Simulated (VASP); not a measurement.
# Ru in VASP: notebook

Runs on Ru. Level: PBEsol. Tasks: electric field gradients.

Program: VASP 6.6.1. These are calculated values, not measurements. Logs are shortened: lines on timing, memory, paths and dates and some standing lists are left out, and cuts for length are marked.

### 1 The cell of the first run

The typed cell holds 2 atoms: a = 2.706 Å, b = 2.718 Å, c = 4.282 Å, α = 90.21°, β = 90.57°, γ = 120.43°.

### 2 Electric field gradients, PBEsol (equal xy, yz and zx shear strains of -1 %)

INCAR

```
SYSTEM = Ru
  PREC = Accurate
  ENCUT = 520
  EDIFF = 1E-8
  ISMEAR = -1
  SIGMA = 0.03
  LREAL = .FALSE.
  LASPH = .TRUE.
  NELM = 60
  ALGO = Normal
  ISIF = 2
  LWAVE = .FALSE.
  LCHARG = .FALSE.
  GGA = PS
  LEFG = .TRUE.
  NBANDS = 21
```

KPOINTS

```
Automatic mesh
0
G
  14 14 8
  0 0 0
```

POSCAR

```
Ru
1.0
    2.7057993342     -0.0135289967     -0.0135289967
   -1.3646161219      2.3500554593     -0.0049519565
   -0.0214095000     -0.0214095000      4.2819000000
Ru
2
Direct
    0.3333333333      0.6666666667      0.2500000000
    0.6666666667      0.3333333333      0.7500000000
```

Potentials or basis: VASP PAW PBE potentials, release 64 (Ru_pv).

Launch:

```
$ cat potpaw_PBE.64/Ru_pv/POTCAR > POTCAR
$ mpirun -np 1 vasp_std > vasp.out
```

OUTCAR:

```text
SYSTEM = Ru
   PREC = Accurate
   ENCUT = 520
   EDIFF = 1E-8
   ISMEAR = -1
   LREAL = .FALSE.
   LASPH = .TRUE.
   NELM = 60
   ISIF = 2
   GGA = PS

 ion  position               nearest neighbor table
   1  0.333  0.667  0.250-   2 2.63   2 2.64   2 2.65   2 2.66   2 2.66   2 2.66
   2  0.667  0.333  0.750-   1 2.63   1 2.64   1 2.65   1 2.66   1 2.66   1 2.66

  LATTYP: Found a triclinic cell.
 ALAT       =     2.6941547589
 B/A-ratio  =     1.0043472705
 C/A-ratio  =     1.5893693679
 COS(alpha) =     0.0099745013
 COS(beta)  =     0.0136846555
 COS(gamma) =     0.4934979113

  Lattice vectors:

 A1 = (   1.3411832123,   2.3365264626,  -0.0184809532)
 A2 = (   2.7057993342,  -0.0135289967,  -0.0135289967)
 A3 = (   0.0214095000,   0.0214095000,  -4.2819000000)

Analysis of symmetry for initial positions (statically):
=====================================================================
 Subroutine PRICEL returns:
 Original cell was already a primitive cell.

 Routine SETGRP: Setting up the symmetry group for a
 triclinic supercell.

 Subroutine GETGRP returns: Found  2 space group operations
 (whereof  2 operations were pure point group operations)
 out of a pool of  2 trial point group operations.

The static configuration has the point symmetry S_2 .

Analysis of symmetry for dynamics (positions and initial velocities):
=====================================================================
 Subroutine PRICEL returns:
 Original cell was already a primitive cell.

 Routine SETGRP: Setting up the symmetry group for a
 triclinic supercell.

 Subroutine GETGRP returns: Found  2 space group operations
 (whereof  2 operations were pure point group operations)
 out of a pool of  2 trial point group operations.

The dynamic configuration has the point symmetry S_2 .

 Subroutine INISYM returns: Found  2 space group operations
 (whereof  2 operations are pure point group operations),
 and found     1 'primitive' translations

----------------------------------------------------------------------------------------

                                     Primitive cell

  volume of cell :      27.1472

  direct lattice vectors                    reciprocal lattice vectors
     2.705799334 -0.013528997 -0.013528997     0.370667420  0.215243109  0.002929553
    -1.364616122  2.350055459 -0.004951957     0.002144581  0.426771694  0.002144581
    -0.021409500 -0.021409500  4.281900000     0.001173633  0.001173633  0.233552921

  length of vectors
     2.705866978  2.717528720  4.282007046     0.428640309  0.426782471  0.233558819

  position of ions in fractional coordinates (direct lattice)
     0.333333333  0.666666667  0.250000000
     0.666666667  0.333333333  0.750000000

  ion indices of the primitive-cell ions
   primitive index   ion index
                 1           1
                 2           2

----------------------------------------------------------------------------------------

 KPOINTS: Automatic mesh

Automatic generation of k-mesh.
 Grid dimensions read from file:
 generate k-points for:   14   14    8

 Generating k-lattice:

  Cartesian coordinates                     Fractional coordinates (reciprocal lattice)
     0.026476244  0.015374508  0.000209254     0.071428571 -0.000000000  0.000000000
     0.000153184  0.030483692  0.000153184     0.000000000  0.071428571  0.000000000
     0.000146704  0.000146704  0.029194115     0.000000000 -0.000000000  0.125000000

  Length of vectors
     0.030617165  0.030484462  0.029194852

  Shift w.r.t. Gamma in fractional coordinates (k-lattice)
     0.000000000  0.000000000  0.000000000

 Subroutine IBZKPT returns following result:
 ===========================================

 Found    788 irreducible k-points:

 Following reciprocal coordinates:
            Coordinates               Weight
  0.000000  0.000000  0.000000      1.000000
  0.071429  0.000000  0.000000      2.000000
  0.142857  0.000000  0.000000      2.000000
  0.214286  0.000000  0.000000      2.000000
  0.285714  0.000000  0.000000      2.000000
  0.357143  0.000000  0.000000      2.000000
[... 16 lines left out ...]
  0.000000  0.142857  0.000000      2.000000
  0.071429  0.142857  0.000000      2.000000
 [... further k-points ...]
   k-points           NKPTS =    788   k-points in BZ     NKDIM =    788   number of bands    NBANDS=     21
   number of dos      NEDOS =    301   number of ions     NIONS =      2
   total plane-waves  NPLWV =  12800
   dimension x,y,z NGX =    20 NGY =   20 NGZ =   32
   dimension x,y,z NGXF=    40 NGYF=   40 NGZF=   64
   ions per type =               2
   NGX,Y,Z   is equivalent  to a cutoff of  12.29, 12.24, 12.42 a.u.
   NGXF,Y,Z  is equivalent  to a cutoff of  24.58, 24.47, 24.85 a.u.
 SYSTEM =  Ru
   PREC   = accura    normal or accurate (medium, high low for compatibility)
   ISTART =      0    job   : 0-new  1-cont  2-samecut
   ICHARG =      2    charge: 1-file 2-atom 10-const
   ISPIN  =      1    spin polarized calculation?
   LNONCOLLINEAR =      F non collinear calculations
   LSORBIT =      F    spin-orbit coupling
   LASPH  =      T    aspherical Exc in radial PAW
   ENCUT  =  520.0 eV  38.22 Ry    6.18 a.u.   5.03  5.05  7.96*2*pi/ulx,y,z
   NELM   =     60;   NELMIN=  2; NELMDL= -5     # of ELM steps
   EDIFF  = 0.1E-07   stopping-criterion for ELM
   LREAL  =      F    real-space projection
   EDIFFG = 0.1E-06   stopping-criterion for IOM
   NSW    =      0    number of steps for IOM
   IBRION =     -1    ionic relax: 0-MD 1-quasi-New 2-CG
   NFREE  =      0    steps in history (QN), initial steepest desc. (CG)
   ISIF   =      2    stress and relaxation
   ISYM   =      2    0-nonsym 1-usesym 2-fastsym
   POTIM  = 0.5000    time-step for ionic-motion
   TEBEG  =    0.0;   TEEND  =   0.0 temperature during run
   PSTRESS=    0.0 pullay stress
   NELECT =      28.0000    total number of electrons
   NUPDOWN=      -1.0000    fix difference up-down
   EMIN   =  10.00;   EMAX   =-10.00  energy-range for DOS
   EFERMI =   0.00;   METHOD = LEGACY
   ISMEAR =    -1;   SIGMA  =   0.03  broadening in eV -4-tet -1-fermi 0-gaus
   EFERMI_NEDOS =   21; number of points for ismear=-14 and -15
   IALGO  =     38    algorithm
   IMIX   =      4    mixing-type and parameters
     AMIX     =   0.40;   BMIX     =  1.00
     AMIX_MAG =   1.60;   BMIX_MAG =  1.00
  volume/ion in A,a.u.               =      13.57        91.60
  Fermi-wavevector in a.u.,A,eV,Ry     =   1.654064  3.125728 37.224554  2.735928
  Thomas-Fermi vector in A             =   2.742395
   LORBIT       =      0    0 simple, 1 ext, 2 COOP (PROOUT), +10 PAW based schemes
   GGA     = PS    functional components
   LHFCALC =     F    Hartree Fock is set to
   AEXX    =    0.0000 exact exchange contribution
   IVDW    =     0    specifies the selected vdW correction
   LEPSILON=     F    determine dielectric tensor
   LRPA    =     F    only Hartree local field effects (RPA)
 non-spin polarized calculation
  energy-cutoff  :      520.00
  volume of cell :       27.15
 maximum number of plane-waves:       752
   NGX = 11   NGY = 11   NGZ = 15

 number of electron      28.0000008 magnetization

 Free energy of the ion-electron system (eV)
  ---------------------------------------------------
  ext. energy  EPLUGINS =         0.00000000
  ---------------------------------------------------
  free energy    TOTEN  =       -20.32395282 eV

  energy without entropy =      -20.31714118  energy(sigma->0) =      -20.32054700

 E-fermi :  12.6886     XC(G=0): -14.2823

 val. band max:       12.6843265865   @ k =   0.2857  -0.2857   0.1250
 cond. band min:      12.6914280885   @ k =  -0.2857   0.2857   0.1250
 fundamental gap:      0.0071015020
 Fermi energy:        12.6886283577

 k-point     1 :       0.0000    0.0000    0.0000
  band No.  band energies     occupation
      1     -30.9050      2.00000
      2     -29.9628      2.00000
      3     -29.9533      2.00000
      4     -29.7920      2.00000
      5     -29.7853      2.00000
      6     -29.7493      2.00000
[... 13 lines left out ...]
     20      22.9794      0.00000
     21      23.0925      0.00000
[... 529 lines left out ...]
 k-point    24 :       0.0714    0.1429    0.0000
  band No.  band energies     occupation
      1     -30.7872      2.00000
      2     -30.1828      2.00000
      3     -30.0882      2.00000
      4     -29.9832      2.00000
      5     -29.8343      2.00000
      6     -29.8080      2.00000
[... 13 lines left out ...]
     20      22.9792      0.00000
     21      23.0260      0.00000

 [... further k-points ...]

------------------------ aborting loop because EDIFF is reached ----------------------------------------

  FORCE on cell =-STRESS in cart. coord.  units (eV):
  Direction    XX          YY          ZZ          XY          YZ          ZX
  --------------------------------------------------------------------------------------
  -------------------------------------------------------------------------------------
  Total       -0.9445734     -0.9453393     -1.2864136      0.3334074      0.3359681      0.3357724
  in kB      -55.7468899    -55.7920914    -75.9216369     19.6770574     19.8281842     19.8166349
  external PRESSURE =     -62.4868728 kB  Pullay stress =       0.0000000 kB

 VOLUME and BASIS-vectors are now :
 -----------------------------------------------------------------------------
  energy-cutoff  :      520.00
  volume of cell :       27.15
      direct lattice vectors                 reciprocal lattice vectors
     2.705799334 -0.013528997 -0.013528997     0.370667420  0.215243109  0.002929553
    -1.364616122  2.350055459 -0.004951957     0.002144581  0.426771694  0.002144581
    -0.021409500 -0.021409500  4.281900000     0.001173633  0.001173633  0.233552921

 POSITION                                       TOTAL-FORCE (eV/Angst)
 -----------------------------------------------------------------------------------
     -0.01316      1.55684      1.06266         0.047972     -0.001120      0.004605
      1.33294      0.75828      3.20076        -0.047972      0.001120     -0.004605
 -----------------------------------------------------------------------------------
    total drift:                                0.000000     -0.000000      0.000000

  FREE ENERGIE OF THE ION-ELECTRON SYSTEM (eV)
  ---------------------------------------------------
  free  energy   TOTEN  =       -20.3239528159 eV

  energy  without entropy=      -20.3171411817  energy(sigma->0) =      -20.32054700

 Electric field gradients (V/A^2)
---------------------------------------------------------------------
 ion       V_xx      V_yy      V_zz      V_xy      V_xz      V_yz
---------------------------------------------------------------------
   1       6.657     6.792   -13.450    -1.139    -2.277    -2.272
   2       6.657     6.792   -13.450    -1.139    -2.277    -2.272
---------------------------------------------------------------------

 Electric field gradients after diagonalization (V/A^2)
 (convention: |V_zz| > |V_xx| > |V_yy|)
----------------------------------------------------------------------
 ion       V_xx      V_yy      V_zz     asymmetry (V_yy - V_xx)/ V_zz
----------------------------------------------------------------------
   1       7.867     6.112   -13.978       0.126
   2       7.867     6.112   -13.978       0.126
----------------------------------------------------------------------

           NMR quadrupolar parameters

 Cq : quadrupolar parameter    Cq=e*Q*V_zz/h
 eta: asymmetry parameters     (V_yy - V_xx)/ V_zz
 Q  : nuclear electric quadrupole moment in mb (millibarn)
----------------------------------------------------------------------
 ion       Cq(MHz)       eta       Q (mb)
----------------------------------------------------------------------
   1      -0.034       0.126       1.000
   2      -0.034       0.126       1.000
----------------------------------------------------------------------
```

Run time: 3.8 min. Hardware: 1 thread of AMD EPYC 7R43 (Zen 3), shared host; peak memory 0.39 GiB.

What came out:

* Free energy: -20.3240 eV
* Pressure: -6.2 GPa
* Largest force: 0.048 eV/Å
* Band gap on the k mesh: zero (bands 14 and 15 overlap by 3.17 eV)
* Largest electric field gradient by atom: Ru -14.0 V/Å²

Forces in eV/Å, atoms in the order of the input:
```
Ru   0.048 -0.001  0.005
Ru  -0.048  0.001 -0.005
```

Electric field gradients, principal values (V/Å²):
```csv
atom,least,middle,greatest (by size)
1 Ru,6.112,7.867,-13.978
2 Ru,6.112,7.867,-13.978
```

Caveat: the cell differs from its parent crystal (equal xy, yz and zx shear strains of -1 %); the cell stands under tension; without QUAD_EFG the Cq values of the log hold for a quadrupole moment of 1 mb, not for the nuclei; the PAW data sets were made with another functional, which shifts forces and pressure a little.

(Part 1 of 2 ends here.)
